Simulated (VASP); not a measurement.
A run of VASP 6.6.1 is set up as follows.

Contents of INCAR:

```
ALGO = Normal
EDIFF = 1E-6
ENCUT = 600
GGA = RE
GGA_COMPAT = F
ISIF = 2
ISMEAR = 1
LASPH = T
LCHARG = F
LREAL = F
LWAVE = F
NBANDS = 214
NELM = 120
PREC = Accurate
SIGMA = 0.05
```

File KPOINTS:

```
k-points
0
Gamma
  2 2 2
```

POSCAR

```
Lu
1.0
    7.0061999977      0.0000000000      0.0000000000
   -3.5030999988      6.0675471820      0.0000000000
    0.0000000000      0.0000000000     11.1018000000
Lu
16
Direct
    0.1666666667      0.3333333333      0.1250000000
    0.3333333333      0.1666666667      0.3750000000
    0.1666666667      0.3333333333      0.6250000000
    0.3333333333      0.1666666667      0.8750000000
    0.1666666667      0.8333333333      0.1250000000
    0.3333333333      0.6666666667      0.3750000000
    0.1666666667      0.8333333333      0.6250000000
    0.3333333333      0.6666666667      0.8750000000
    0.6666666667      0.3333333333      0.1250000000
    0.8333333333      0.1666666667      0.3750000000
    0.6666666667      0.3333333333      0.6250000000
    0.8333333333      0.1666666667      0.8750000000
    0.6666666667      0.8333333333      0.1250000000
    0.8333333333      0.6666666667      0.3750000000
    0.6666666667      0.8333333333      0.6250000000
    0.8333333333      0.6666666667      0.8750000000
```

Potentials or basis: VASP PAW PBE potentials, release 64 (Lu).

The run is started by

```bash
$ cat potpaw_PBE.64/Lu/POTCAR > POTCAR
$ mpirun -np 1 vasp_std > vasp.out
```

(1) Predict the pressure.

(2) Predict the band gap on the k mesh.

Answers

(1) 1.4 GPa.

(2) zero (bands 200 and 201 overlap by 0.36 eV).

Caveat: the k points lie up to 0.52 Å⁻¹ apart; the PAW data sets were made with another functional, which shifts forces and pressure a little; spin-orbit coupling is left out, which moves the levels of the heavy elements.
